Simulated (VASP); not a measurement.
## Al: single point with LDA

Al:

```xyz
1
Lattice="2.7857 0.0000 0.0000 0.0000 2.7857 0.0000 0.0000 0.0000 2.7857" Properties=species:S:1:pos:R:3 pbc="T T T"
Al    0.0000    0.0000    0.0000
```

This cell differs from its parent crystal: volume scaled by 1.12.

```yaml
Program: VASP 6.6.1
Task: single point
Functional: LDA
Potentials_or_basis: VASP PAW LDA potentials, release 64 (Al)
Cutoff: 520 eV
k_mesh: 13 × 13 × 13
Occupations: fermi-dirac, width 0.1 eV
Spin: no spin polarisation
```

```
Pressure : -5.5 GPa
```

Levels at points of the mesh, in eV from the Fermi level:
```
           k point  band 1  band 2  band 3  band 4  band 5  band 6
(0.00, 0.00, 0.00)   -9.13    7.85    7.85    8.54    8.54    8.54
```

It took 4.5 s on 1 thread of Intel(R) Xeon(R) Platinum 8488C (Sapphire Rapids), with other jobs on the host, peak memory 0.12 GiB.
